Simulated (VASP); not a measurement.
# Ru (Im-3m) in VASP: a series of runs

Runs on Ru. Level: RPBE. Tasks: single point, relaxation of cell and atoms.

All numbers are computed with VASP 6.6.1; they aren't measurements. Logs are shortened: lines on timing, memory, paths and dates and some standing lists are left out, and cuts for length are marked.

## 1. The cell of the first run

The structure is cubic, space group Im-3m (No. 229). Conventional cell: a = 3.189 Å, b = 3.189 Å, c = 3.189 Å, α = 90.00°, β = 90.00°, γ = 90.00°. Ru (site symmetry m-3m) has 14 Ru at 2.76 to 3.19 Å within 3.6 Å.

## 2. Single point, RPBE (volume scaled by 1.12)

The input, INCAR:

```
  PREC = Accurate
  ENCUT = 520
  EDIFF = 1E-6
  ISMEAR = -1
  SIGMA = 0.1
  LREAL = F
  LASPH = T
  NELM = 80
  ALGO = Normal
  ISIF = 2
  LWAVE = F
  LCHARG = F
  GGA = RP
  NBANDS = 13
```

The input, KPOINTS:

```
regular mesh
0
Gamma
  16 16 16
```

The input, POSCAR:

```
Ru
1.0
   -1.5944348575      1.5944348575      1.5944348575
    1.5944348575     -1.5944348575      1.5944348575
    1.5944348575      1.5944348575     -1.5944348575
Ru
1
Direct
    0.0000000000      0.0000000000      0.0000000000
```

Potentials or basis: VASP PAW PBE potentials, release 64 (Ru_pv).

On the command line:

```bash
cat potpaw_PBE.64/Ru_pv/POTCAR > POTCAR
mpirun -np 1 vasp_std > vasp.out
```

OUTCAR:

```text
PREC = Accurate
   ENCUT = 520
   EDIFF = 1E-6
   ISMEAR = -1
   LREAL = F
   LASPH = T
   NELM = 80
   ISIF = 2
   GGA = RP

 ion  position               nearest neighbor table
   1  0.000  0.000  0.000-

  LATTYP: Found a body centered cubic cell.
 ALAT       =     3.1888697150

  Lattice vectors:

 A1 = (  -1.5944348575,   1.5944348575,   1.5944348575)
 A2 = (   1.5944348575,  -1.5944348575,   1.5944348575)
 A3 = (   1.5944348575,   1.5944348575,  -1.5944348575)

Analysis of symmetry for initial positions (statically):
=====================================================================
 Subroutine PRICEL returns:
 Original cell was already a primitive cell.

 Routine SETGRP: Setting up the symmetry group for a
 body centered cubic supercell.

 Subroutine GETGRP returns: Found 48 space group operations
 (whereof 48 operations were pure point group operations)
 out of a pool of 48 trial point group operations.

The static configuration has the point symmetry O_h .

Analysis of symmetry for dynamics (positions and initial velocities):
=====================================================================
 Subroutine PRICEL returns:
 Original cell was already a primitive cell.

 Routine SETGRP: Setting up the symmetry group for a
 body centered cubic supercell.

 Subroutine GETGRP returns: Found 48 space group operations
 (whereof 48 operations were pure point group operations)
 out of a pool of 48 trial point group operations.

The dynamic configuration has the point symmetry O_h .

 Subroutine INISYM returns: Found 48 space group operations
 (whereof 48 operations are pure point group operations),
 and found     1 'primitive' translations

----------------------------------------------------------------------------------------

                                     Primitive cell

  volume of cell :      16.2136

  direct lattice vectors                    reciprocal lattice vectors
    -1.594434858  1.594434858  1.594434858     0.000000000  0.313590736  0.313590736
     1.594434858 -1.594434858  1.594434858     0.313590736  0.000000000  0.313590736
     1.594434858  1.594434858 -1.594434858     0.313590736  0.313590736  0.000000000

  length of vectors
     2.761642183  2.761642183  2.761642183     0.443484271  0.443484271  0.443484271

  position of ions in fractional coordinates (direct lattice)
     0.000000000  0.000000000  0.000000000

  ion indices of the primitive-cell ions
   primitive index   ion index
                 1           1

----------------------------------------------------------------------------------------

 KPOINTS: regular mesh

Automatic generation of k-mesh.
 Grid dimensions read from file:
 generate k-points for:   16   16   16

 Generating k-lattice:

  Cartesian coordinates                     Fractional coordinates (reciprocal lattice)
     0.000000000  0.019599421  0.019599421     0.062500000  0.000000000  0.000000000
     0.019599421  0.000000000  0.019599421     0.000000000  0.062500000  0.000000000
     0.019599421  0.019599421  0.000000000     0.000000000  0.000000000  0.062500000

  Length of vectors
     0.027717767  0.027717767  0.027717767

  Shift w.r.t. Gamma in fractional coordinates (k-lattice)
     0.000000000  0.000000000  0.000000000

 Subroutine IBZKPT returns following result:
 ===========================================

 Found    145 irreducible k-points:

 Following reciprocal coordinates:
            Coordinates               Weight
  0.000000  0.000000  0.000000      1.000000
  0.062500  0.000000  0.000000     12.000000
  0.125000  0.000000  0.000000     12.000000
  0.187500  0.000000  0.000000     12.000000
  0.250000  0.000000  0.000000     12.000000
  0.312500  0.000000  0.000000     12.000000
[... 16 lines left out ...]
  0.187500  0.187500  0.000000     24.000000
  0.250000  0.187500 -0.000000     48.000000
 [... further k-points ...]
   k-points           NKPTS =    145   k-points in BZ     NKDIM =    145   number of bands    NBANDS=     13
   number of dos      NEDOS =    301   number of ions     NIONS =      1
   total plane-waves  NPLWV =  13824
   dimension x,y,z NGX =    24 NGY =   24 NGZ =   24
   dimension x,y,z NGXF=    48 NGYF=   48 NGZF=   48
   ions per type =               1
   NGX,Y,Z   is equivalent  to a cutoff of  14.45, 14.45, 14.45 a.u.
   NGXF,Y,Z  is equivalent  to a cutoff of  28.90, 28.90, 28.90 a.u.
 SYSTEM =  unknown system
   PREC   = accura    normal or accurate (medium, high low for compatibility)
   ISTART =      0    job   : 0-new  1-cont  2-samecut
   ICHARG =      2    charge: 1-file 2-atom 10-const
   ISPIN  =      1    spin polarized calculation?
   LNONCOLLINEAR =      F non collinear calculations
   LSORBIT =      F    spin-orbit coupling
   LASPH  =      T    aspherical Exc in radial PAW
   ENCUT  =  520.0 eV  38.22 Ry    6.18 a.u.   5.13  5.13  5.13*2*pi/ulx,y,z
   NELM   =     80;   NELMIN=  2; NELMDL= -5     # of ELM steps
   EDIFF  = 0.1E-05   stopping-criterion for ELM
   LREAL  =      F    real-space projection
   EDIFFG = 0.1E-04   stopping-criterion for IOM
   NSW    =      0    number of steps for IOM
   IBRION =     -1    ionic relax: 0-MD 1-quasi-New 2-CG
   NFREE  =      0    steps in history (QN), initial steepest desc. (CG)
   ISIF   =      2    stress and relaxation
   ISYM   =      2    0-nonsym 1-usesym 2-fastsym
   POTIM  = 0.5000    time-step for ionic-motion
   TEBEG  =    0.0;   TEEND  =   0.0 temperature during run
   PSTRESS=    0.0 pullay stress
   NELECT =      14.0000    total number of electrons
   NUPDOWN=      -1.0000    fix difference up-down
   EMIN   =  10.00;   EMAX   =-10.00  energy-range for DOS
   EFERMI =   0.00;   METHOD = LEGACY
   ISMEAR =    -1;   SIGMA  =   0.10  broadening in eV -4-tet -1-fermi 0-gaus
   EFERMI_NEDOS =   21; number of points for ismear=-14 and -15
   IALGO  =     38    algorithm
   IMIX   =      4    mixing-type and parameters
     AMIX     =   0.40;   BMIX     =  1.00
     AMIX_MAG =   1.60;   BMIX_MAG =  1.00
  volume/ion in A,a.u.               =      16.21       109.41
  Fermi-wavevector in a.u.,A,eV,Ry     =   1.558921  2.945933 33.065344  2.430234
  Thomas-Fermi vector in A             =   2.662355
   LORBIT       =      0    0 simple, 1 ext, 2 COOP (PROOUT), +10 PAW based schemes
   GGA     = RP    functional components
   LHFCALC =     F    Hartree Fock is set to
   AEXX    =    0.0000 exact exchange contribution
   IVDW    =     0    specifies the selected vdW correction
   LEPSILON=     F    determine dielectric tensor
   LRPA    =     F    only Hartree local field effects (RPA)
 non-spin polarized calculation
  energy-cutoff  :      520.00
  volume of cell :       16.21
 maximum number of plane-waves:       466
 NGX is ok and might be reduce to    24
   NGX = 11   NGY = 11   NGZ = 11

 number of electron      14.0000002 magnetization

 Free energy of the ion-electron system (eV)
  ---------------------------------------------------
  ext. energy  EPLUGINS =         0.00000000
  ---------------------------------------------------
  free energy    TOTEN  =        -7.87609985 eV

  energy without entropy =       -7.79203592  energy(sigma->0) =       -7.83406788

 E-fermi :  10.0758     XC(G=0): -12.9476

 val. band max:       10.0750136828   @ k =   0.3125   0.1875   0.0625
 cond. band min:      10.0760813155   @ k =  -0.3750   0.3750   0.3750
 fundamental gap:      0.0010676327
 Fermi energy:        10.0758494391

 k-point     1 :       0.0000    0.0000    0.0000
  band No.  band energies     occupation
      1     -32.4115      2.00000
      2     -32.4115      2.00000
      3     -32.4115      2.00000
      4       3.0458      2.00000
      5       7.8240      2.00000
      6       7.8240      2.00000
      7       7.8240      2.00000
      8      10.0210      1.26737
      9      10.0210      1.26737
     10      20.9758      0.00000
     11      27.0089      0.00000
     12      27.0089      0.00000
     13      27.0089      0.00000

 k-point     2 :       0.0625    0.0000    0.0000
  band No.  band energies     occupation
      1     -32.4349      2.00000
      2     -32.4193      2.00000
      3     -32.4115      2.00000
      4       3.1940      2.00000
      5       7.7625      2.00000
      6       7.8214      2.00000
      7       7.9429      2.00000
      8       9.9439      1.57834
      9      10.0252      1.24803
     10      20.9758      0.00000
     11      27.0688      0.00000
     12      27.0791      0.00000
     13      27.2235      0.00000

 k-point     3 :       0.1250    0.0000    0.0000
  band No.  band energies     occupation
      1     -32.5009      2.00000
      2     -32.4413      2.00000
      3     -32.4114      2.00000
      4       3.6174      2.00000
      5       7.5919      2.00000
      6       7.8023      2.00000
      7       8.2919      2.00000
      8       9.7741      1.90671
      9      10.0403      1.17587
     10      20.9758      0.00000
     11      27.0830      0.00000
     12      27.1216      0.00000
     13      27.8444      0.00000

 k-point     4 :       0.1875    0.0000    0.0000
  band No.  band energies     occupation
      1     -32.5989      2.00000
      2     -32.4741      2.00000
      3     -32.4114      2.00000
      4       4.2357      2.00000
      5       7.3479      2.00000
      6       7.7740      2.00000
      7       8.8471      1.99999
      8       9.6479      1.97268
      9      10.0722      1.01835
     10      20.9758      0.00000
     11      26.4782      0.00000
     12      26.8190      0.00000
     13      28.8060      0.00000

 k-point     5 :       0.2500    0.0000    0.0000
  band No.  band energies     occupation
      1     -32.7130      2.00000
      2     -32.5126      2.00000
      3     -32.4113      2.00000
      4       4.8514      2.00000
      5       7.0756      2.00000
      6       7.8933      2.00000
      7       9.5637      1.98814
      8       9.6533      1.97119
      9      10.1246      0.76082
     10      20.9757      0.00000
     11      24.9868      0.00000
     12      26.0179      0.00000
     13      30.0048      0.00000
[... 257 lines left out ...]
 k-point    22 :       0.4375    0.1250    0.0000
  band No.  band energies     occupation
      1     -32.9748      2.00000
      2     -32.6389      2.00000
      3     -32.4432      2.00000
      4       5.3756      2.00000
      5       6.5370      2.00000
      6       9.2248      1.99960
      7       9.9109      1.67760
      8      10.8715      0.00070
      9      13.7465      0.00000
     10      18.4883      0.00000
     11      20.9759      0.00000
     12      23.2549      0.00000
     13      25.8218      0.00000

 k-point    23 :       0.1875    0.1875    0.0000
  band No.  band energies     occupation
      1     -32.8150      2.00000
      2     -32.5553      2.00000
      3     -32.4535      2.00000
      4       5.6961      2.00000
      5       7.0347      2.00000
      6       7.3408      2.00000
      7       9.5044      1.99343
      8      10.3552      0.11540
      9      11.2517      0.00002
     10      20.9757      0.00000
     11      23.8589      0.00000
     12      24.4292      0.00000
     13      28.0995      0.00000

 k-point    24 :       0.2500    0.1875   -0.0000
  band No.  band energies     occupation
      1     -32.8753      2.00000
      2     -32.6053      2.00000
      3     -32.4611      2.00000
      4       5.8690      2.00000
      5       6.8420      2.00000
      6       7.7018      2.00000
      7       9.6365      1.97558
      8      10.4507      0.04601
      9      12.4488      0.00000
     10      20.9756      0.00000
     11      22.0060      0.00000
     12      23.4423      0.00000
     13      27.0500      0.00000

 [... further k-points ...]

------------------------ aborting loop because EDIFF is reached ----------------------------------------

  FORCE on cell =-STRESS in cart. coord.  units (eV):
  Direction    XX          YY          ZZ          XY          YZ          ZX
  --------------------------------------------------------------------------------------
  -------------------------------------------------------------------------------------
  Total       -2.2563300     -2.2563300     -2.2563300      0.0000000      0.0000000     -0.0000000
  in kB     -222.9630338   -222.9630338   -222.9630338      0.0000000      0.0000000     -0.0000000
  external PRESSURE =    -222.9630338 kB  Pullay stress =       0.0000000 kB

 VOLUME and BASIS-vectors are now :
 -----------------------------------------------------------------------------
  energy-cutoff  :      520.00
  volume of cell :       16.21
      direct lattice vectors                 reciprocal lattice vectors
    -1.594434858  1.594434858  1.594434858     0.000000000  0.313590736  0.313590736
     1.594434858 -1.594434858  1.594434858     0.313590736  0.000000000  0.313590736
     1.594434858  1.594434858 -1.594434858     0.313590736  0.313590736  0.000000000

 POSITION                                       TOTAL-FORCE (eV/Angst)
 -----------------------------------------------------------------------------------
      0.00000      0.00000      0.00000        -0.000000     -0.000000     -0.000000
 -----------------------------------------------------------------------------------
    total drift:                                0.000000      0.000000      0.000000

  FREE ENERGIE OF THE ION-ELECTRON SYSTEM (eV)
  ---------------------------------------------------
  free  energy   TOTEN  =        -7.8760998452 eV

  energy  without entropy=       -7.7920359161  energy(sigma->0) =       -7.83406788
```

Run time: 28 s. Hardware: 1 thread of Intel Xeon Platinum 8175M at 2.50GHz (Skylake/Cascade Lake), shared host; peak memory 0.16 GiB.

Results:

- Free energy: -7.8761 eV
- Pressure: -22.3 GPa
- Band gap on the k mesh: zero (band 7 reaches 11.49 eV, above the bottom of band 8 at 8.80 eV)

Levels at points of the mesh, in eV from the Fermi level:
```csv
k point,band 3,band 4,band 5,band 6,band 7,band 8,band 9,band 10,band 11,band 12
"(0.00, 0.00, 0.00)",-42.49,-7.03,-2.25,-2.25,-2.25,-0.05,-0.05,10.90,16.93,16.93
"(0.50, 0.00, 0.00)",-42.49,-5.04,-3.65,-0.10,0.27,1.16,1.88,8.53,10.90,13.36
"(0.50, 0.50, 0.50)",-42.92,-4.98,-4.98,1.41,1.41,1.41,8.56,8.56,8.56,10.90
```

Caveat: the cell differs from its parent crystal (volume scaled by 1.12); the PAW data sets were made with another functional, which shifts forces and pressure a little.

## 3. Relaxation of cell and atoms, RPBE

This run uses another cell than the first one, of 13.55 Å³/atom, 0.836 times its volume.

The input, INCAR:

```
SYSTEM = Ru
ALGO = Normal
EDIFF = 1E-6
EDIFFG = -0.01
ENCUT = 600
GGA = RP
IBRION = 2
ISIF = 3
ISMEAR = -1
LASPH = .TRUE.
LCHARG = .FALSE.
LREAL = .FALSE.
LWAVE = .FALSE.
NELM = 60
NSW = 80
PREC = Accurate
SIGMA = 0.1
```

The input, KPOINTS:

```
k-points
0
G
  15 15 15
  0 0 0
```

The input, POSCAR:

```
Ru
1.0
   -1.5020265709      1.5020265709      1.5020265709
    1.5020265709     -1.5020265709      1.5020265709
    1.5020265709      1.5020265709     -1.5020265709
Ru
1
Direct
    0.0000000000      0.0000000000      0.0000000000
```

Potentials or basis: VASP PAW PBE potentials, release 64 (Ru_pv).

On the command line:

```bash
cat potpaw_PBE.64/Ru_pv/POTCAR > POTCAR
mpirun -np 1 vasp_std > vasp.out
```

It took 2.2 min on 1 thread of Intel Xeon Platinum 8175M at 2.50GHz (Skylake/Cascade Lake), shared host; peak memory 0.16 GiB.

The run converged. Its results:

```yaml
Free_energy: -8.0123 eV
Relaxed_volume: 14.47 Å³/atom
Relaxed_cell: a = 2.659 Å, b = 2.659 Å, c = 2.659 Å, α = 109.47°, β = 109.47°, γ = 109.47°
Space_group_after_relaxing_to_0.05_Å: Im-3m (No. 229)
Energy_gained_by_relaxing: 53.7 meV/atom
Ionic_steps: 17
Pressure_after_relaxing: 0.1 GPa
Band_gap_on_the_k_mesh: zero (band 7 reaches 13.50 eV, above the bottom of band 8 at 10.49 eV)
```

Step by step:
| step | energy change (eV) | largest force (eV/Å) | pressure (GPa) | volume (Å³) |
| --- | --- | --- | --- | --- |
| 1 | 0.0000 | 0.0000 | 20.10 | 13.55 |
| 2 | 0.2387 | 0.0000 | -29.06 | 17.17 |
| 3 | -0.0534 | 0.0000 | -1.09 | 14.53 |
| 4 | -0.0536 | 0.0000 | -0.17 | 14.48 |
| 5 | -0.0536 | 0.0000 | 0.18 | 14.46 |
| 6 | -0.0536 | 0.0000 | 0.19 | 14.46 |
| 7 | -0.0536 | 0.0000 | 0.21 | 14.46 |
| 8 | -0.0536 | 0.0000 | 0.16 | 14.46 |
| 9 | -0.0536 | 0.0000 | 0.16 | 14.46 |
| 10 | -0.0536 | 0.0000 | 0.16 | 14.46 |
| 11 | -0.0536 | 0.0000 | 0.16 | 14.46 |
| 12 | -0.0536 | 0.0000 | 0.16 | 14.46 |
| 13 | -0.0536 | 0.0000 | 0.16 | 14.46 |
| 14 | -0.0536 | 0.0000 | 0.17 | 14.46 |
| 15 | -0.0536 | 0.0000 | 0.18 | 14.46 |
| 16 | -0.0537 | 0.0000 | 0.11 | 14.46 |
| 17 | -0.0537 | 0.0000 | 0.07 | 14.47 |

Final structure:
```
Ru
1.0
    -1.53493    1.53493    1.53493
     1.53493   -1.53493    1.53493
     1.53493    1.53493   -1.53493
Ru
1
Cartesian
  0.0000 0.0000 0.0000
```

Levels at points of the mesh, in eV from the Fermi level:
```
           k point  band 4  band 5  band 6  band 7  band 8  band 9  band 10  band 11
(0.00, 0.00, 0.00)   -7.73   -2.66   -2.66   -2.66   -0.08   -0.08    10.69    17.12
```

Caveat: the PAW data sets were made with another functional, which shifts forces and pressure a little.

## 4. Single point, RPBE

This run uses another cell than the first one, of 14.48 Å³/atom, 0.893 times its volume.

The input, INCAR:

```
PREC     = Accurate       # precision mode
ENCUT    = 520            # plane-wave cutoff, eV
EDIFF    = 1E-6           # SCF threshold, eV
ISMEAR   = -1             # smearing method
SIGMA    = 0.1            # smearing width, eV
LREAL    = False          # projectors in reciprocal space
LASPH    = True           # aspherical terms in the spheres
NELM     = 60             # most SCF steps
ALGO     = Normal         # electronic algorithm
ISIF     = 2              # what is computed and relaxed
LWAVE    = False          # write WAVECAR
LCHARG   = False          # write CHGCAR
GGA      = RP             # functional
NBANDS   = 13             # bands
```

The input, KPOINTS:

```
regular mesh
0
Gamma
  24 24 24
```

The input, POSCAR:

```
Ru
1.0
   -1.5353265948      1.5353265948      1.5353265948
    1.5353265948     -1.5353265948      1.5353265948
    1.5353265948      1.5353265948     -1.5353265948
Ru
1
Direct
    0.0000000000      0.0000000000      0.0000000000
```

On the command line:

```bash
cat potpaw_PBE.64/Ru_pv/POTCAR > POTCAR
mpirun -np 1 vasp_std > vasp.out
```

Wall time 80 s (1 thread of Intel Xeon Platinum 8175M at 2.50GHz (Skylake/Cascade Lake), shared host); peak memory 0.18 GiB.

The run converged. Its results:

```
Free energy            : -8.0122 eV
Pressure               : 0.0 GPa
Band gap on the k mesh : zero (band 7 reaches 13.64 eV, above the bottom of band 8 at 10.19 eV)
```

Levels at points of the mesh, in eV from the Fermi level:
```csv
k point,band 4,band 5,band 6,band 7,band 8,band 9,band 10,band 11
"(0.00, 0.00, 0.00)",-7.73,-2.66,-2.66,-2.66,-0.08,-0.08,10.70,17.11
"(0.50, 0.00, 0.00)",-5.87,-4.31,-0.11,0.34,1.18,2.27,9.81,10.70
"(0.50, 0.50, 0.50)",-5.92,-5.92,1.70,1.70,1.70,9.15,9.15,9.15
```

Caveat: the PAW data sets were made with another functional, which shifts forces and pressure a little.

## 5. The runs side by side

```csv
task,cell,k mesh,cutoff (eV),gap on the mesh (eV),pressure (GPa)
single point,"a = 2.762 Å, angles 109.5°, 1 atom",16 × 16 × 16,520,none,-22.3
relaxation of cell and atoms,"relaxed from a = 2.602 Å, angles 109.5°, 1 atom",15 × 15 × 15,600,none,0.1
single point,"a = 2.659 Å, angles 109.5°, 1 atom",24 × 24 × 24,520,none,0.0
```

Alike in all rows: level RPBE; potentials or basis VASP PAW PBE potentials, release 64 (Ru_pv); no spin polarisation; smearing fermi-dirac 0.1 eV.

Caveats: the PAW data sets were made with another functional, which shifts forces and pressure a little.

Total energies depend on the potentials used, so only differences within one code and one set of settings carry meaning.
